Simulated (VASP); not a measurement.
Here is a VASP 6.6.1 calculation.

Contents of INCAR:

```
PREC = Accurate
ENCUT = 520
EDIFF = 1E-7
ISMEAR = -1
SIGMA = 0.1
LREAL = False
LASPH = True
NELM = 100
ALGO = Normal
ISIF = 2
LWAVE = False
LCHARG = False
GGA = PS
NBANDS = 20
```

KPOINTS

```
Automatic mesh
0
Gamma
  6 6 1
```

The input POSCAR:

```
MoS2
1.0
    3.1841260000      0.0000000000      0.0000000000
   -1.5920630000      2.7575340000      0.0000000000
    0.0000000000      0.0000000000     17.3346000000
Mo S
1 2
Direct
    0.0000000000      0.0250000000      0.0000000000
    0.3333333333      0.6666666667      0.0894930000
    0.3333333333      0.6666666667      0.9105070000
```

Potentials or basis: VASP PAW PBE potentials, release 64 (Mo_sv, S).

Run with:

```console
$ cat potpaw_PBE.64/Mo_sv/POTCAR potpaw_PBE.64/S/POTCAR > POTCAR
$ mpirun -np 1 vasp_std > vasp.out
```

**Question.** Predict the largest force.

**Answer.** 1.583 eV/Å.

**Question.** What does it give for the band gap on the k mesh?

**Answer.** 1.61 eV (least direct gap 1.66 eV).

Forces in eV/Å, atoms in the order of the input:
```
Mo   0.770 -1.383  0.000
S   -0.385  0.691 -0.070
S   -0.385  0.691  0.070
```

Caveat: the PAW data sets were made with another functional, which shifts forces and pressure a little.
